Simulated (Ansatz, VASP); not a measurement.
## Ti: VASP beside Ansatz

```
Ti
1.0
    -1.81897    1.64573    1.64573
     1.64573   -1.81897    1.64573
     1.64573    1.64573   -1.81897
Ti
1
Direct
  0.00000 0.00000 0.00000
```

Alike in both runs: task single point; functional PBEsol; k mesh 22 × 22 × 22; occupations gaussian, width 0.15 eV; no spin polarisation.

```csv
,VASP,Ansatz
version,VASP 6.6.1,Ansatz 0.2.0
potentials or method,"VASP PAW PBE potentials, release 64 (Ti_sv), cutoff 520 eV","scalar-relativistic, plane waves, PAW"
valence electrons in the cell,12,12
```

```tsv
	VASP	Ansatz	Ansatz less VASP
gap on the k mesh at the Fermi level (eV)	none	none	-
pressure (GPa)	-7.2	-7.0	+0.19
traceless stress, the component that is largest in VASP (GPa)	0.39	0.36	-0.028
```

VASP's potentials were made for PBE, not for PBEsol. A gap of «none» marks a metal or a gap that the smearing closes.
